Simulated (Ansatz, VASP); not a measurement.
## One calculation of Tl, two programs

```
Tl
1.0
     2.65149   -4.49378    0.00000
     2.65149    4.49378    0.00000
     0.00000    0.00000    5.31003
Tl
4
Cartesian
  2.6515 3.1232 0.4168
  2.6515 -1.3706 2.2382
  2.6515 -3.1232 4.8932
  2.6515 1.3706 3.0719
```

Alike in both runs: task single point; functional r2SCAN; k mesh 4 × 4 × 4; occupations gaussian, width 0.1 eV; no spin polarisation.

|  | VASP | Ansatz |
| --- | --- | --- |
| version | VASP 6.6.1 | Ansatz 0.2.0 |
| potentials or method | VASP PAW PBE potentials, release 64 (Tl_d), cutoff 520 eV | scalar-relativistic, plane waves, PAW |
| valence electrons in the cell | 52 | 52 |

|  | VASP | Ansatz | Ansatz less VASP |
| --- | --- | --- | --- |
| gap on the k mesh at the Fermi level (eV) | none | none | - |
| pressure (GPa) | 2.0 | 2.0 | 0.00 |
| traceless stress, the component that is largest in VASP (GPa) | 1.75 | 1.73 | -0.016 |
| rms of the force components (eV/Å) | 0.285 | 0.284 | -0.0003 |

VASP's potentials were made for PBE, not for r2SCAN. Atom by atom the forces differ by 0.000 eV/Å (rms over components). A gap of «none» marks a metal or a gap that the smearing closes. The functional is the same, so the differences come from potentials, cutoffs and numerics.

Neither program's run includes spin-orbit coupling.
